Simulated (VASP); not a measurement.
Slab: WS2, a slab with vacuum.

```
W S
1.0
     3.18321    0.00000    0.00000
    -1.59160    2.75674    0.00000
     0.00000    0.00000   23.66876
W S
2 4
Direct
  0.33333 0.66667 0.63732
  0.66667 0.33333 0.36268
  0.33333 0.66667 0.29682
  0.66667 0.33333 0.57144
  0.33333 0.66667 0.42856
  0.66667 0.33333 0.70318
```

Base run:

```yaml
Program: VASP 6.6.1
Functional: PBE
Potentials_or_basis: VASP PAW PBE potentials, release 64 (W_sv, S)
Cutoff: 520 eV
k_mesh: 10 × 10 × 2
Occupations: fermi-dirac, width 0.05 eV
Spin: no spin polarisation
```

Its results: band gap on the k mesh 1.68 eV, indirect (least direct gap 2.13 eV); largest force 0.277 eV/Å.

Question: After a change of settings the same cell gave: band gap on the k mesh 1.89 eV, indirect (least direct gap 2.58 eV); largest force 0.220 eV/Å. Which change was it?
A. k mesh from 10 × 10 × 2 to 3 × 3 × 1; further incar settings from ALGO = Normal; EDIFF = 1e-06; NBANDS = 35 to ALGO = Normal; EDIFF = 1e-07; NBANDS = 35
B. k mesh from 10 × 10 × 2 to 8 × 8 × 1
C. k mesh from 10 × 10 × 2 to 4 × 4 × 1
D. k mesh from 10 × 10 × 2 to 6 × 6 × 1; further incar settings from ALGO = Normal; EDIFF = 1e-06; NBANDS = 35 to ALGO = Normal; EDIFF = 1e-07; NBANDS = 35

Answer: C.

Caveats: some runs use coarse meshes; spin-orbit coupling is left out, which moves the levels of the heavy elements.
